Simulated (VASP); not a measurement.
Wanted: the native input for a VASP 6.6.1 run.

```yaml
Task: single point
Functional: PBE
Dispersion: D3(BJ)
Potentials_or_basis: VASP PAW PBE potentials, release 64 (C)
Cutoff: 520 eV
k_mesh: 15 × 15 × 15
Occupations: gaussian, width 0.05 eV
Spin: no spin polarisation
Dipole_correction: no
Further_INCAR_settings: ALGO = Normal; EDIFF = 1e-07; NBANDS = 11
```

The structure of C lies in POSCAR:

```
C
1.0
    1.2324984681      0.7115833223      3.3613878357
   -1.2324984681      0.7115833223      3.3613878357
    0.0000000000     -1.4231666447      3.3613878357
C
2
Direct
    0.1741321547      0.1741321547      0.1741321547
    0.8258678453      0.8258678453      0.8258678453
```

One way to write it, as run:

INCAR

```
SYSTEM = C
  PREC = Accurate
  ENCUT = 520
  EDIFF = 1E-7
  ISMEAR = 0
  SIGMA = 0.05
  LREAL = .False.
  LASPH = .True.
  NELM = 60
  ALGO = Normal
  ISIF = 2
  LWAVE = .False.
  LCHARG = .False.
  GGA = PE
  IVDW = 12
  NBANDS = 11
```

KPOINTS

```
Automatic mesh
0
Gamma
  15 15 15
  0 0 0
```

Potentials or basis: VASP PAW PBE potentials, release 64 (C).

Launch:

```console
$ cat potpaw_PBE.64/C/POTCAR > POTCAR
$ mpirun -np 1 vasp_std > vasp.out
```

It gave:

```json
{"Pressure": "-0.8 GPa", "Largest force": "2.523 eV/Å", "Band gap on the k mesh": "0.44 eV, direct", "Dispersion energy per atom": "-0.156 eV"}
```

Caveat: forces of over 1 eV/Å act on the atoms, so gaps and moduli don't describe the material at rest.

Wall time 77 s on 1 thread of Intel(R) Xeon(R) Platinum 8488C (Sapphire Rapids), with other jobs on the host, peak memory 0.2 GiB.
